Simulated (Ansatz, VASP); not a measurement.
Pb in VASP and in Ansatz

INCAR

```
SYSTEM = Pb
  PREC = Accurate
  ENCUT = 500
  EDIFF = 1E-6
  ISMEAR = 0
  SIGMA = 0.1
  LREAL = .False.
  LASPH = .True.
  NELM = 120
  ALGO = Normal
  ISIF = 2
  LWAVE = .False.
  LCHARG = .False.
  NBANDS = 208
  GGA_COMPAT = .False.
```

KPOINTS

```
regular mesh
0
Gamma
  3 3 3
  0 0 0
```

POSCAR

```
Pb
1.0
   -7.3234239840      7.3234239840      0.0000000000
   -7.3234239840      0.0000000000      7.3234239840
    0.0000000000      7.3234239840      7.3234239840
Pb
27
Direct
    0.0000000000      0.0000000000      0.0000000000
    0.3333333333      0.0000000000      0.0000000000
    0.0000000000      0.3333333333      0.0000000000
    0.0000000000      0.0000000000      0.3333333333
    0.6666666667      0.0000000000      0.0000000000
    0.3333333333      0.3333333333      0.0000000000
    0.3333333333      0.0000000000      0.3333333333
    0.0000000000      0.6666666667      0.0000000000
    0.0000000000      0.3333333333      0.3333333333
    0.0000000000      0.0000000000      0.6666666667
    0.6666666667      0.3333333333      0.0000000000
    0.6666666667      0.0000000000      0.3333333333
    0.3333333333      0.6666666667      0.0000000000
    0.3333333333      0.3333333333      0.3333333333
    0.3333333333      0.0000000000      0.6666666667
    0.0000000000      0.6666666667      0.3333333333
    0.0000000000      0.3333333333      0.6666666667
    0.6666666667      0.6666666667      0.0000000000
    0.6666666667      0.3333333333      0.3333333333
    0.6666666667      0.0000000000      0.6666666667
    0.3333333333      0.6666666667      0.3333333333
    0.3333333333      0.3333333333      0.6666666667
    0.0000000000      0.6666666667      0.6666666667
    0.6666666667      0.6666666667      0.3333333333
    0.6666666667      0.3333333333      0.6666666667
    0.3333333333      0.6666666667      0.6666666667
    0.6666666667      0.6666666667      0.6666666667
```

Input for Ansatz:

```yaml
crystal:
  lattice:
    - [-7.323423984, 7.323423984, 0.0]
    - [-7.323423984, 0.0, 7.323423984]
    - [0.0, 7.323423984, 7.323423984]
  atoms:
    - { symbol: Pb, position: [0.0, 0.0, 0.0] }
    - { symbol: Pb, position: [0.3333333333, 0.0, 0.0] }
    - { symbol: Pb, position: [0.0, 0.3333333333, 0.0] }
    - { symbol: Pb, position: [0.0, 0.0, 0.3333333333] }
    - { symbol: Pb, position: [0.6666666667, 0.0, 0.0] }
    - { symbol: Pb, position: [0.3333333333, 0.3333333333, 0.0] }
    - { symbol: Pb, position: [0.3333333333, 0.0, 0.3333333333] }
    - { symbol: Pb, position: [0.0, 0.6666666667, 0.0] }
    - { symbol: Pb, position: [0.0, 0.3333333333, 0.3333333333] }
    - { symbol: Pb, position: [0.0, 0.0, 0.6666666667] }
    - { symbol: Pb, position: [0.6666666667, 0.3333333333, 0.0] }
    - { symbol: Pb, position: [0.6666666667, 0.0, 0.3333333333] }
    - { symbol: Pb, position: [0.3333333333, 0.6666666667, 0.0] }
    - { symbol: Pb, position: [0.3333333333, 0.3333333333, 0.3333333333] }
    - { symbol: Pb, position: [0.3333333333, 0.0, 0.6666666667] }
    - { symbol: Pb, position: [0.0, 0.6666666667, 0.3333333333] }
    - { symbol: Pb, position: [0.0, 0.3333333333, 0.6666666667] }
    - { symbol: Pb, position: [0.6666666667, 0.6666666667, 0.0] }
    - { symbol: Pb, position: [0.6666666667, 0.3333333333, 0.3333333333] }
    - { symbol: Pb, position: [0.6666666667, 0.0, 0.6666666667] }
    - { symbol: Pb, position: [0.3333333333, 0.6666666667, 0.3333333333] }
    - { symbol: Pb, position: [0.3333333333, 0.3333333333, 0.6666666667] }
    - { symbol: Pb, position: [0.0, 0.6666666667, 0.6666666667] }
    - { symbol: Pb, position: [0.6666666667, 0.6666666667, 0.3333333333] }
    - { symbol: Pb, position: [0.6666666667, 0.3333333333, 0.6666666667] }
    - { symbol: Pb, position: [0.3333333333, 0.6666666667, 0.6666666667] }
    - { symbol: Pb, position: [0.6666666667, 0.6666666667, 0.6666666667] }
basis:
  ecutwfc: 420
  xc_grid: 2
kpoints:
  mp_grid: { grid: [3, 3, 3], shift: [0.0, 0.0, 0.0] }
hamiltonian:
  xc: lda
scf:
  occupations: { method: gaussian, width: 0.1 }
output:
  forces: true
  stress: true
  eigenvalues: true
  write_density: true
  write_potential: true
  elf: true
  volumetric_format: npy
```

Alike in both runs: task single point; functional LDA; k mesh 3 × 3 × 3; occupations gaussian, width 0.1 eV; no spin polarisation.

|  | VASP | Ansatz |
| --- | --- | --- |
| version | VASP 6.6.1 | Ansatz 0.2.0 |
| potentials or method | VASP PAW LDA potentials, release 64 (Pb_d), cutoff 500 eV | scalar-relativistic, plane waves, PAW |
| valence electrons in the cell | 378 | 378 |

|  | VASP | Ansatz | Ansatz less VASP |
| --- | --- | --- | --- |
| gap on the k mesh at the Fermi level (eV) | none | none | - |
| pressure (GPa) | -0.1 | -0.2 | -0.10 |

LDA's correlation is that of Perdew and Zunger in VASP and of Perdew and Wang (1992) in Ansatz. A gap of «none» marks a metal or a gap that the smearing closes.

Neither program's run includes spin-orbit coupling.
